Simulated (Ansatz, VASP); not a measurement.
**Ge: VASP beside Ansatz**

Contents of INCAR:

```
ALGO     = Normal         # electronic algorithm
EDIFF    = 1E-7           # SCF threshold, eV
EDIFFG   = -0.01          # ionic threshold
ENCUT    = 600            # plane-wave cutoff, eV
GGA      = PE             # functional
IBRION   = 2              # ionic algorithm
ISIF     = 3              # what is computed and relaxed
ISMEAR   = -1             # smearing method
IVDW     = 12             # dispersion correction
LASPH    = T              # aspherical terms in the spheres
LCHARG   = F              # write CHGCAR
LREAL    = F              # projectors in reciprocal space
LWAVE    = F              # write WAVECAR
NELM     = 60             # most SCF steps
NSW      = 60             # ionic steps
PREC     = Accurate       # precision mode
SIGMA    = 0.05           # smearing width, eV
```

The input KPOINTS:

```
k-points
0
Gamma
  10 10 10
```

The input POSCAR:

```
Ge
1.0
    2.7104700000      0.0000000000      0.0000000000
    0.0000000000      2.7104700000      0.0000000000
    0.0000000000      0.0000000000      2.7104700000
Ge
1
Direct
    0.0000000000      0.0000000000      0.0000000000
```

File input.yaml:

```yaml
crystal:
  lattice:
    - [2.71047, 0.0, 0.0]
    - [0.0, 2.71047, 0.0]
    - [0.0, 0.0, 2.71047]
  atoms:
    - { symbol: Ge, position: [0.0, 0.0, 0.0] }
hamiltonian:
  xc: pbe
  pseudopotentials: { kind: paw }
  dispersion: d3bj
kpoints:
  mp_grid: { grid: [10, 10, 10] }
scf:
  occupations: { method: fermi_dirac, width: 0.05 }
output:
  forces: true
  stress: true
  eigenvalues: true
relax:
  f_tol: 0.01
  max_steps: 40
  cell: { stress_tol: 0.05 }
```

Alike in both runs: task relaxation of cell and atoms; functional PBE; dispersion D3(BJ); k mesh 10 × 10 × 10; occupations fermi-dirac, width 0.05 eV; no spin polarisation.

|  | VASP | Ansatz |
| --- | --- | --- |
| version | VASP 6.6.1 | Ansatz 0.2.0 |
| potentials or method | VASP PAW PBE potentials, release 64 (Ge_d) | Ansatz PAW |
| plane-wave cutoff (eV) | 600 | 420 |
| valence electrons in the cell | 14 | 14 |

VASP gave:

* gap on the k mesh at the Fermi level, each at its own relaxed structure (eV): none
* relaxed volume (Å³/atom): 19.02
* relaxed length of the cell vector where the two differ most in proportion (Å): 2.669

Which values does Ansatz return?

gap on the k mesh at the Fermi level, each at its own relaxed structure (eV): none; relaxed volume (Å³/atom): 19.01; relaxed length of the cell vector where the two differ most in proportion (Å): 2.669.

A gap of «none» marks a metal or a gap that the smearing closes.

Noted on Ansatz's run: the plane-wave basis is chosen anew once the cell has moved, so the energies of steps on either side of that aren't comparable.
